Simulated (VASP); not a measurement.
SrO, 2 atoms in the cell. Symmetry: F-43m, No. 216, cubic system. Conventional cell: a = 5.608 Å, b = 5.608 Å, c = 5.608 Å, α = 90.00°, β = 90.00°, γ = 90.00°. Sr (site symmetry -43m) has 4 O at 2.43 Å within 3.2 Å. O (site symmetry -43m) has 4 Sr at 2.43 Å within 3.2 Å. 

| Item | Value |
| --- | --- |
| Program | VASP 6.6.1 |
| Task | single point |
| Functional | PBE |
| Potentials or basis | VASP PAW PBE potentials, release 64 (Sr_sv, O) |
| Cutoff | 520 eV |
| k mesh | 10 × 10 × 10 |
| Occupations | gaussian, width 0.05 eV |
| Spin | no spin polarisation |
| Dipole correction | no |
| Further INCAR settings | ALGO = Normal; EDIFF = 1e-07; NBANDS = 15 |

Potentials or basis: VASP PAW PBE potentials, release 64 (Sr_sv, O).

Run with:

```sh
$ cat potpaw_PBE.64/Sr_sv/POTCAR potpaw_PBE.64/O/POTCAR > POTCAR
$ mpirun -np 1 vasp_std > vasp.out
```

Hardware: 1 thread of AMD EPYC 9R45 96-Core Processor (Zen 5), with other jobs on the host.

Question: How long does it take, and how much memory?

Answer: Run time: 17 s on 1 thread of AMD EPYC 9R45 96-Core Processor (Zen 5) (shared host), peak memory 0.15 GiB. Counts: scf iterations 15, k points 47.
